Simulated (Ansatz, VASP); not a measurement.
**Mg16O: VASP beside Ansatz**

```
CELL_PARAMETERS angstrom
6.42014 0.00000 0.00000
-3.21007 5.56000 0.00000
0.00000 0.00000 24.71478
ATOMIC_POSITIONS crystal
Mg 0.33333 0.16667 0.16185
Mg 0.33333 0.66667 0.16185
Mg 0.83333 0.16667 0.16185
Mg 0.83333 0.66667 0.16185
Mg 0.16667 0.33333 0.26579
Mg 0.16667 0.83333 0.26579
Mg 0.66667 0.33333 0.26579
Mg 0.66667 0.83333 0.26579
Mg 0.33333 0.16667 0.36828
Mg 0.33333 0.66667 0.36828
Mg 0.83333 0.16667 0.36828
Mg 0.83333 0.66667 0.36828
Mg 0.16667 0.33333 0.47400
Mg 0.16667 0.83333 0.47400
Mg 0.66667 0.33333 0.47400
Mg 0.66667 0.83333 0.47400
O 0.16667 0.33333 0.62897
```

Alike in both runs: task single point; functional PBE; k mesh 6 × 6 × 1; occupations gaussian, width 0.1 eV; no spin polarisation.

|  | VASP | Ansatz |
| --- | --- | --- |
| version | VASP 6.6.1 | Ansatz 0.2.0 |
| potentials or method | VASP PAW PBE potentials, release 64 (Mg, O), cutoff 520 eV | scalar-relativistic, plane waves, PAW |
| valence electrons in the cell | 38 | 166 |

|  | VASP | Ansatz | Ansatz less VASP |
| --- | --- | --- | --- |
| gap on the k mesh at the Fermi level (eV) | none | none | - |
| rms of the force components (eV/Å) | 0.134 | 0.135 | +0.0012 |
| work function, face that differs most (eV) | 3.77 | 3.76 | -0.005 |

Atom by atom the forces differ by 0.003 eV/Å (rms over components). A gap of «none» marks a metal or a gap that the smearing closes. The functional is the same, so the differences come from potentials, cutoffs and numerics. VASP's potentials hold 38 valence electrons a cell and Ansatz's 166, so a difference there can come from the potentials and not from the codes. Ansatz's warnings: vacuum density over bound, xc potential rough in thin density.
